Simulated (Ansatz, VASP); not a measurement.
## One calculation of Ge3MoRu, two programs

The input INCAR:

```
PREC = Accurate
ENCUT = 520
EDIFF = 1E-7
ISMEAR = 0
SIGMA = 0.1
LREAL = False
LASPH = True
NELM = 150
ALGO = Normal
ISIF = 2
LWAVE = False
LCHARG = False
ISPIN = 2
MAGMOM = 0 0 0 1 1
LORBIT = 11
LMAXMIX = 4
GGA = PE
NBANDS = 47
```

The input KPOINTS:

```
regular mesh
0
Gamma
  4 4 4
```

POSCAR

```
Ge3MoRu
1.0
    4.6824232459      0.0000000000      0.0000000000
    0.0000000000      4.6824232459      0.0000000000
    0.0000000000      0.0000000000      4.6824232459
Ge Mo Ru
3 1 1
Direct
    0.5000000000      0.0000000000      0.5000000000
    0.0000000000      0.5000000000      0.5000000000
    0.5000000000      0.5000000000      0.0000000000
    0.0000000000      0.0000000000      0.0000000000
    0.5000000000      0.5000000000      0.5000000000
```

Input for Ansatz:

```yaml
crystal:
  lattice:
    - [4.6824232459, 0.0, 0.0]
    - [0.0, 4.6824232459, 0.0]
    - [0.0, 0.0, 4.6824232459]
  atoms:
    - { symbol: Ge, position: [0.5, 0.0, 0.5] }
    - { symbol: Ge, position: [0.0, 0.5, 0.5] }
    - { symbol: Ge, position: [0.5, 0.5, 0.0] }
    - { symbol: Mo, position: [0.0, 0.0, 0.0], spin: 1.0 }
    - { symbol: Ru, position: [0.5, 0.5, 0.5], spin: 1.0 }
basis:
  ecutwfc: 420
kpoints:
  mp_grid: { grid: [4, 4, 4] }
hamiltonian:
  xc: pbe
scf:
  occupations: { method: gaussian, width: 0.1 }
  lower_state_search: "off"
output:
  forces: true
  stress: true
  eigenvalues: true
  populations: true
magnetization:
  spin_polarized: true
```

Change from the starting cell: species swapped into the Sc3SnB type (Pm-3m, No. 221).

Alike in both runs: task single point; functional PBE; k mesh 4 × 4 × 4; occupations gaussian, width 0.1 eV; collinear spin.

|  | VASP | Ansatz |
| --- | --- | --- |
| version | VASP 6.6.1 | Ansatz 0.2.0 |
| potentials or method | VASP PAW PBE potentials, release 64 (Ge_d, Mo_sv, Ru_pv), cutoff 520 eV | scalar-relativistic, plane waves, PAW |
| valence electrons in the cell | 70 | 72 |

```csv
,VASP,Ansatz,Ansatz less VASP
gap on the k mesh at the Fermi level (eV),none,none,-
pressure (GPa),4.2,4.1,-0.12
net moment per atom (μB),0.81,0.81,+0.001
size of the moment on the site where the two differ most (μB),3.22,3.38,+0.153
```

Site moments also hang on the region over which each program counts them. A gap of «none» marks a metal or a gap that the smearing closes. The functional is the same, so the differences come from potentials, cutoffs and numerics. VASP's potentials hold 70 valence electrons a cell and Ansatz's 72, so a difference there can come from the potentials and not from the codes.
